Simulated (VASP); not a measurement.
# MoAu (P2_13) in VASP: a series of runs

Runs on MoAu. Level: PBE. Tasks: single point.

Program: VASP 6.6.1. These are calculated values, not measurements. Logs are shortened: lines on timing, memory, paths and dates and some standing lists are left out, and cuts for length are marked.

**1. The cell of the first run**

The structure is cubic, space group P2_13 (No. 198). The conventional cell has a = 5.023 Å, b = 5.023 Å, c = 5.023 Å, α = 90.00°, β = 90.00°, γ = 90.00°. Within 3.5 Å of Au (site symmetry 3) lie 7 Mo at 2.66 to 2.72 Å and 6 Au at 3.10 Å. Mo (site symmetry 3) has 7 Au at 2.66 to 2.72 Å and 6 Mo at 3.11 Å within 3.5 Å.

**2. Single point, PBE**

Contents of INCAR:

```
ALGO = Normal
EDIFF = 1E-6
ENCUT = 500
GGA = PE
GGA_COMPAT = F
ISIF = 2
ISMEAR = -1
LASPH = T
LCHARG = F
LREAL = F
LWAVE = F
NBANDS = 60
NELM = 120
PREC = Accurate
SIGMA = 0.1
```

Contents of KPOINTS:

```
k-points
0
Gamma
  7 7 7
```

Contents of POSCAR:

```
MoAu
1.0
    5.0234560000      0.0000000000      0.0000000000
    0.0000000000      5.0234560000      0.0000000000
    0.0000000000      0.0000000000      5.0234560000
Au Mo
4 4
Direct
    0.1500000000      0.1500000000      0.1500000000
    0.3500000000      0.8500000000      0.6500000000
    0.6500000000      0.3500000000      0.8500000000
    0.8500000000      0.6500000000      0.3500000000
    0.8440000000      0.8440000000      0.8440000000
    0.6560000000      0.1560000000      0.3440000000
    0.3440000000      0.6560000000      0.1560000000
    0.1560000000      0.3440000000      0.6560000000
```

Potentials or basis: VASP PAW PBE potentials, release 64 (Au, Mo_sv).

Launch:

```bash
$ cat potpaw_PBE.64/Au/POTCAR potpaw_PBE.64/Mo_sv/POTCAR > POTCAR
$ mpirun -np 1 vasp_std > vasp.out
```

OUTCAR:

```text
EDIFF = 1E-6
   ENCUT = 500
   GGA = PE
   ISIF = 2
   ISMEAR = -1
   LASPH = T
   LREAL = F
   NELM = 120
   PREC = Accurate

 ion  position               nearest neighbor table
   1  0.150  0.150  0.150-   5 2.66   6 2.67   7 2.67   8 2.67   6 2.72   7 2.72   8 2.72   3 3.10
                             4 3.10   2 3.10   2 3.10   4 3.10   3 3.10
   2  0.350  0.850  0.650-   6 2.66   5 2.67   7 2.67   8 2.67   5 2.72   8 2.72   7 2.72   1 3.10
                             1 3.10   3 3.10   3 3.10   4 3.10   4 3.10
   3  0.650  0.350  0.850-   7 2.66   8 2.67   5 2.67   6 2.67   8 2.72   6 2.72   5 2.72   1 3.10
                             4 3.10   2 3.10   2 3.10   4 3.10   1 3.10
   4  0.850  0.650  0.350-   8 2.66   7 2.67   5 2.67   6 2.67   7 2.72   5 2.72   6 2.72   1 3.10
                             3 3.10   2 3.10   1 3.10   2 3.10   3 3.10
   5  0.844  0.844  0.844-   1 2.66   2 2.67   3 2.67   4 2.67   2 2.72   3 2.72   4 2.72   6 3.11
                             7 3.11   8 3.11   6 3.11   8 3.11   7 3.11
   6  0.656  0.156  0.344-   2 2.66   1 2.67   3 2.67   4 2.67   1 2.72   4 2.72   3 2.72   8 3.11
                             5 3.11   5 3.11   7 3.11   7 3.11   8 3.11
   7  0.344  0.656  0.156-   3 2.66   4 2.67   1 2.67   2 2.67   4 2.72   2 2.72   1 2.72   8 3.11
                             5 3.11   8 3.11   6 3.11   6 3.11   5 3.11
   8  0.156  0.344  0.656-   4 2.66   3 2.67   1 2.67   2 2.67   3 2.72   1 2.72   2 2.72   7 3.11
                             5 3.11   7 3.11   5 3.11   6 3.11   6 3.11

  LATTYP: Found a simple cubic cell.
 ALAT       =     5.0234560000

  Lattice vectors:

 A1 = (   5.0234560000,   0.0000000000,   0.0000000000)
 A2 = (   0.0000000000,   5.0234560000,   0.0000000000)
 A3 = (   0.0000000000,   0.0000000000,   5.0234560000)

Analysis of symmetry for initial positions (statically):
=====================================================================
 Subroutine PRICEL returns:
 Original cell was already a primitive cell.

 Routine SETGRP: Setting up the symmetry group for a
 simple cubic supercell.

 Subroutine GETGRP returns: Found 12 space group operations
 (whereof  3 operations were pure point group operations)
 out of a pool of 48 trial point group operations.

The static configuration has the point symmetry C_3 .
 The point group associated with its full space group is T   .

Analysis of symmetry for dynamics (positions and initial velocities):
=====================================================================
 Subroutine PRICEL returns:
 Original cell was already a primitive cell.

 Routine SETGRP: Setting up the symmetry group for a
 simple cubic supercell.

 Subroutine GETGRP returns: Found 12 space group operations
 (whereof  3 operations were pure point group operations)
 out of a pool of 48 trial point group operations.

The dynamic configuration has the point symmetry C_3 .
 The point group associated with its full space group is T   .

 Subroutine INISYM returns: Found 12 space group operations
 (whereof  3 operations are pure point group operations),
 and found     1 'primitive' translations

----------------------------------------------------------------------------------------

                                     Primitive cell

  volume of cell :     126.7675

  direct lattice vectors                    reciprocal lattice vectors
     5.023456000  0.000000000  0.000000000     0.199066141  0.000000000  0.000000000
     0.000000000  5.023456000  0.000000000     0.000000000  0.199066141  0.000000000
     0.000000000  0.000000000  5.023456000     0.000000000  0.000000000  0.199066141

  length of vectors
     5.023456000  5.023456000  5.023456000     0.199066141  0.199066141  0.199066141

  position of ions in fractional coordinates (direct lattice)
     0.150000000  0.150000000  0.150000000
     0.350000000  0.850000000  0.650000000
     0.650000000  0.350000000  0.850000000
     0.850000000  0.650000000  0.350000000
     0.844000000  0.844000000  0.844000000
     0.656000000  0.156000000  0.344000000
     0.344000000  0.656000000  0.156000000
     0.156000000  0.344000000  0.656000000

  ion indices of the primitive-cell ions
   primitive index   ion index
                 1           1
                 2           2
                 3           3
                 4           4
                 5           5
                 6           6
                 7           7
                 8           8

----------------------------------------------------------------------------------------

 KPOINTS: k-points

Automatic generation of k-mesh.
 Grid dimensions read from file:
 generate k-points for:    7    7    7

 Generating k-lattice:

  Cartesian coordinates                     Fractional coordinates (reciprocal lattice)
     0.028438020  0.000000000  0.000000000     0.142857143  0.000000000  0.000000000
     0.000000000  0.028438020  0.000000000     0.000000000  0.142857143  0.000000000
     0.000000000  0.000000000  0.028438020     0.000000000  0.000000000  0.142857143

  Length of vectors
     0.028438020  0.028438020  0.028438020

  Shift w.r.t. Gamma in fractional coordinates (k-lattice)
     0.000000000  0.000000000  0.000000000

 Subroutine IBZKPT returns following result:
 ===========================================

 Found     24 irreducible k-points:

 Following reciprocal coordinates:
            Coordinates               Weight
  0.000000  0.000000  0.000000      1.000000
  0.142857  0.000000  0.000000      6.000000
  0.285714  0.000000  0.000000      6.000000
  0.428571  0.000000  0.000000      6.000000
  0.142857  0.142857  0.000000     12.000000
  0.285714  0.142857  0.000000     12.000000
[... 16 lines left out ...]
  0.428571  0.428571  0.285714     24.000000
  0.428571  0.428571  0.428571      8.000000
   k-points           NKPTS =     24   k-points in BZ     NKDIM =     24   number of bands    NBANDS=     60
   number of dos      NEDOS =    301   number of ions     NIONS =      8
   total plane-waves  NPLWV =  64000
   dimension x,y,z NGX =    40 NGY =   40 NGZ =   40
   dimension x,y,z NGXF=    80 NGYF=   80 NGZF=   80
   ions per type =               4   4
   NGX,Y,Z   is equivalent  to a cutoff of  13.24, 13.24, 13.24 a.u.
   NGXF,Y,Z  is equivalent  to a cutoff of  26.48, 26.48, 26.48 a.u.
 SYSTEM =  unknown system
   PREC   = accura    normal or accurate (medium, high low for compatibility)
   ISTART =      0    job   : 0-new  1-cont  2-samecut
   ICHARG =      2    charge: 1-file 2-atom 10-const
   ISPIN  =      1    spin polarized calculation?
   LNONCOLLINEAR =      F non collinear calculations
   LSORBIT =      F    spin-orbit coupling
   LASPH  =      T    aspherical Exc in radial PAW
   ENCUT  =  500.0 eV  36.75 Ry    6.06 a.u.   9.16  9.16  9.16*2*pi/ulx,y,z
   NELM   =    120;   NELMIN=  2; NELMDL= -5     # of ELM steps
   EDIFF  = 0.1E-05   stopping-criterion for ELM
   LREAL  =      F    real-space projection
   EDIFFG = 0.1E-04   stopping-criterion for IOM
   NSW    =      0    number of steps for IOM
   IBRION =     -1    ionic relax: 0-MD 1-quasi-New 2-CG
   NFREE  =      0    steps in history (QN), initial steepest desc. (CG)
   ISIF   =      2    stress and relaxation
   ISYM   =      2    0-nonsym 1-usesym 2-fastsym
   POTIM  = 0.5000    time-step for ionic-motion
   TEBEG  =    0.0;   TEEND  =   0.0 temperature during run
   PSTRESS=    0.0 pullay stress
   NELECT =     100.0000    total number of electrons
   NUPDOWN=      -1.0000    fix difference up-down
   EMIN   =  10.00;   EMAX   =-10.00  energy-range for DOS
   EFERMI =   0.00;   METHOD = LEGACY
   ISMEAR =    -1;   SIGMA  =   0.10  broadening in eV -4-tet -1-fermi 0-gaus
   EFERMI_NEDOS =   21; number of points for ismear=-14 and -15
   IALGO  =     38    algorithm
   IMIX   =      4    mixing-type and parameters
     AMIX     =   0.40;   BMIX     =  1.00
     AMIX_MAG =   1.60;   BMIX_MAG =  1.00
  volume/ion in A,a.u.               =      15.85       106.93
  Fermi-wavevector in a.u.,A,eV,Ry     =   1.512652  2.858497 31.131690  2.288115
  Thomas-Fermi vector in A             =   2.622547
   LORBIT       =      0    0 simple, 1 ext, 2 COOP (PROOUT), +10 PAW based schemes
   GGA     = PE    functional components
   LHFCALC =     F    Hartree Fock is set to
   AEXX    =    0.0000 exact exchange contribution
   IVDW    =     0    specifies the selected vdW correction
   LEPSILON=     F    determine dielectric tensor
   LRPA    =     F    only Hartree local field effects (RPA)
 non-spin polarized calculation
  energy-cutoff  :      500.00
  volume of cell :      126.77
 maximum number of plane-waves:      3237
 NGX is ok and might be reduce to    40
   NGX = 19   NGY = 19   NGZ = 19

 number of electron     100.0000013 magnetization

 Free energy of the ion-electron system (eV)
  ---------------------------------------------------
  ext. energy  EPLUGINS =         0.00000000
  ---------------------------------------------------
  free energy    TOTEN  =       -52.08799890 eV

  energy without entropy =      -51.89903367  energy(sigma->0) =      -51.99351628

 E-fermi :  11.7309     XC(G=0): -13.2330

 val. band max:       11.7072413779   @ k =   0.4286   0.4286   0.0000
 cond. band min:      11.7556570601   @ k =   0.2857   0.2857   0.0000
 fundamental gap:      0.0484156821
 Fermi energy:        11.7309375431

 k-point     1 :       0.0000    0.0000    0.0000
  band No.  band energies     occupation
      1     -49.3407      2.00000
      2     -49.2922      2.00000
      3     -49.2922      2.00000
      4     -49.2922      2.00000
      5     -23.5423      2.00000
      6     -23.5423      2.00000
[... 52 lines left out ...]
     59      14.9839      0.00000
     60      14.9839      0.00000

 k-point     2 :       0.1429    0.0000    0.0000
  band No.  band energies     occupation
      1     -49.3388      2.00000
      2     -49.2985      2.00000
      3     -49.2916      2.00000
      4     -49.2882      2.00000
      5     -23.5587      2.00000
      6     -23.5448      2.00000
[... 52 lines left out ...]
     59      14.7892      0.00000
     60      14.9503      0.00000

 k-point     3 :       0.2857    0.0000    0.0000
  band No.  band energies     occupation
      1     -49.3333      2.00000
      2     -49.3067      2.00000
      3     -49.2901      2.00000
      4     -49.2865      2.00000
      5     -23.5648      2.00000
      6     -23.5511      2.00000
[... 1312 lines left out ...]
     59      13.6608      0.00000
     60      13.8995      0.00000

 k-point    24 :       0.4286    0.4286    0.4286
  band No.  band energies     occupation
      1     -49.3086      2.00000
      2     -49.3072      2.00000
      3     -49.2996      2.00000
      4     -49.2986      2.00000
      5     -23.5817      2.00000
      6     -23.5781      2.00000
[... 52 lines left out ...]
     59      13.5622      0.00000
     60      13.7198      0.00000

------------------------ aborting loop because EDIFF is reached ----------------------------------------

  FORCE on cell =-STRESS in cart. coord.  units (eV):
  Direction    XX          YY          ZZ          XY          YZ          ZX
  --------------------------------------------------------------------------------------
  -------------------------------------------------------------------------------------
  Total       13.8648044     13.8648044     13.8648044     -0.0000000      0.0000000      0.0000000
  in kB      175.2332520    175.2332520    175.2332520     -0.0000000      0.0000000      0.0000000
  external PRESSURE =     175.2332520 kB  Pullay stress =       0.0000000 kB

 VOLUME and BASIS-vectors are now :
 -----------------------------------------------------------------------------
  energy-cutoff  :      500.00
  volume of cell :      126.77
      direct lattice vectors                 reciprocal lattice vectors
     5.023456000  0.000000000  0.000000000     0.199066141  0.000000000  0.000000000
     0.000000000  5.023456000  0.000000000     0.000000000  0.199066141  0.000000000
     0.000000000  0.000000000  5.023456000     0.000000000  0.000000000  0.199066141

 POSITION                                       TOTAL-FORCE (eV/Angst)
 -----------------------------------------------------------------------------------
      0.75352      0.75352      0.75352         0.247457      0.247457      0.247457
      1.75821      4.26994      3.26525        -0.247457     -0.247457      0.247457
      3.26525      1.75821      4.26994         0.247457     -0.247457     -0.247457
      4.26994      3.26525      1.75821        -0.247457      0.247457     -0.247457
      4.23980      4.23980      4.23980         0.383145      0.383145      0.383145
      3.29539      0.78366      1.72807        -0.383145     -0.383145      0.383145
      1.72807      3.29539      0.78366         0.383145     -0.383145     -0.383145
      0.78366      1.72807      3.29539        -0.383145      0.383145     -0.383145
 -----------------------------------------------------------------------------------
    total drift:                               -0.000000      0.000000      0.000000

  FREE ENERGIE OF THE ION-ELECTRON SYSTEM (eV)
  ---------------------------------------------------
  free  energy   TOTEN  =       -52.0879988992 eV

  energy  without entropy=      -51.8990336652  energy(sigma->0) =      -51.99351628
```

Wall time 5.2 min (1 thread of Intel Xeon 8259CL, shared host); peak memory 0.32 GiB.

Results:

```
Free energy            : -52.0880 eV
Pressure               : 17.5 GPa
Largest force          : 0.664 eV/Å
Band gap on the k mesh : zero (bands 50 and 51 overlap by 0.45 eV)
```

Forces on the atoms (eV/Å):
```
Au   0.247  0.247  0.247
Au  -0.247 -0.247  0.247
Au   0.247 -0.247 -0.247
Au  -0.247  0.247 -0.247
Mo   0.383  0.383  0.383
Mo  -0.383 -0.383  0.383
Mo   0.383 -0.383 -0.383
Mo  -0.383  0.383 -0.383
```

Levels at points of the mesh, in eV from the Fermi level:
```csv
k point,band 47,band 48,band 49,band 50,band 51,band 52,band 53,band 54
"(0.00, 0.00, 0.00)",-1.45,-0.61,-0.61,-0.61,-0.30,-0.30,1.09,1.09
```

Caveat: the cell stands under pressure; spin-orbit coupling is left out, which moves the levels of the heavy elements.

**3. Single point, PBE**

Contents of INCAR:

```
SYSTEM = MoAu
ALGO = Normal
EDIFF = 1E-6
ENCUT = 520
GGA = PE
ISIF = 2
ISMEAR = -1
LASPH = .TRUE.
LCHARG = .TRUE.
LELF = .TRUE.
LREAL = .FALSE.
LVHAR = .TRUE.
LWAVE = .FALSE.
NBANDS = 60
NELM = 100
PREC = Accurate
SIGMA = 0.1
```

Contents of KPOINTS:

```
k-points
0
G
  7 7 7
  0 0 0
```

Contents of POSCAR:

```
MoAu
1.0
    5.0234560000      0.0000000000      0.0000000000
    0.0000000000      5.0234560000      0.0000000000
    0.0000000000      0.0000000000      5.0234560000
Au Mo
4 4
Direct
    0.1527142116      0.1527142116      0.1527142116
    0.3472857884      0.8472857884      0.6527142116
    0.6527142116      0.3472857884      0.8472857884
    0.8472857884      0.6527142116      0.3472857884
    0.8476657730      0.8476657730      0.8476657730
    0.6523342270      0.1523342270      0.3476657730
    0.3476657730      0.6523342270      0.1523342270
    0.1523342270      0.3476657730      0.6523342270
```

Potentials or basis: VASP PAW PBE potentials, release 64 (Au, Mo_sv).

Launch:

```bash
$ cat potpaw_PBE.64/Au/POTCAR potpaw_PBE.64/Mo_sv/POTCAR > POTCAR
$ mpirun -np 1 vasp_std > vasp.out
```

It took 2.6 min on 1 thread of AMD EPYC 7R43 (Zen 3), shared host; peak memory 0.28 GiB.

The run converged. Its results:

```
Free energy            : -52.1506 eV
Pressure               : 17.4 GPa
Largest force          : 0.018 eV/Å
Band gap on the k mesh : zero (bands 50 and 51 overlap by 0.51 eV)
```

Forces in eV/Å, atoms in the order of the input:
```
Au  -0.008 -0.008 -0.008
Au   0.008  0.008 -0.008
Au  -0.008  0.008  0.008
Au   0.008 -0.008  0.008
Mo   0.010  0.010  0.010
Mo  -0.010 -0.010  0.010
Mo   0.010 -0.010 -0.010
Mo  -0.010  0.010 -0.010
```

Levels at points of the mesh, in eV from the Fermi level:
```csv
k point,band 46,band 47,band 48,band 49,band 50,band 51,band 52,band 53,band 54,band 55
"(0.00, 0.00, 0.00)",-1.40,-1.40,-0.62,-0.62,-0.62,-0.37,-0.37,1.03,1.03,1.03
```

Caveat: the cell stands under pressure; spin-orbit coupling is left out, which moves the levels of the heavy elements.
